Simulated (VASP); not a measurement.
Wanted: the native input for a VASP 6.6.1 run.

```
Task                   : single point
Functional             : PBEsol
Potentials or basis    : VASP PAW PBE potentials, release 64 (Al, C, H)
Cutoff                 : 520 eV
k mesh                 : 4 × 4 × 1
Occupations            : fermi-dirac, width 0.05 eV
Spin                   : no spin polarisation
Dipole correction      : no
Further INCAR settings : ALGO = Normal; EDIFF = 1e-06; NBANDS = 34
```

The structure of Al12HC lies in POSCAR:

```
Al12HC
1.0
    5.7275649651      0.0000000201      0.0000000000
    2.8637820000      4.9602170403      0.0000000000
    0.0000000000      0.0000000000     16.6765370000
Al C H
12 1 1
Direct
    0.1666666550      0.1666666950      0.0599644900
    0.6666666700      0.1666666700      0.0599644900
    0.1666666850      0.6666666850      0.0599644900
    0.6666666950      0.6666666550      0.0599644900
   -0.1737504409      0.3262495591      0.1946655036
    0.3202393709      0.3257339068      0.2098869364
   -0.1742660932      0.8202393709      0.2098869364
    0.3333962669      0.8333962669      0.1961831485
   -0.0135348441      0.0532124999      0.3300476523
    0.4738110789     -0.0261889211      0.3619592836
    0.0571607919      0.5571607919      0.3616581592
    0.5532124999      0.4864651559      0.3300476523
    0.2680689368      0.7680689368      0.3906884042
    0.6716898192      0.1716898192      0.3875948566
```

One way to write it, as run:

INCAR

```
SYSTEM = Al12HC
PREC = Accurate
ENCUT = 520
EDIFF = 1E-6
ISMEAR = -1
SIGMA = 0.05
LREAL = .False.
LASPH = .True.
NELM = 60
ALGO = Normal
ISIF = 2
LWAVE = .False.
LCHARG = .False.
GGA = PS
NBANDS = 34
```

KPOINTS

```
regular mesh
0
Gamma
  4 4 1
  0 0 0
```

Potentials or basis: VASP PAW PBE potentials, release 64 (Al, C, H).

Launch:

```sh
$ cat potpaw_PBE.64/Al/POTCAR potpaw_PBE.64/C/POTCAR potpaw_PBE.64/H/POTCAR > POTCAR
$ mpirun -np 1 vasp_std > vasp.out
```

It gave:

| Quantity | Value |
| --- | --- |
| Largest force | 0.199 eV/Å |

Caveat: the PAW data sets were made with another functional, which shifts forces and pressure a little.

Run time: 6.4 min on 1 thread of AMD EPYC 7R13 Processor (Zen 3), with other jobs on the host, peak memory 0.61 GiB.
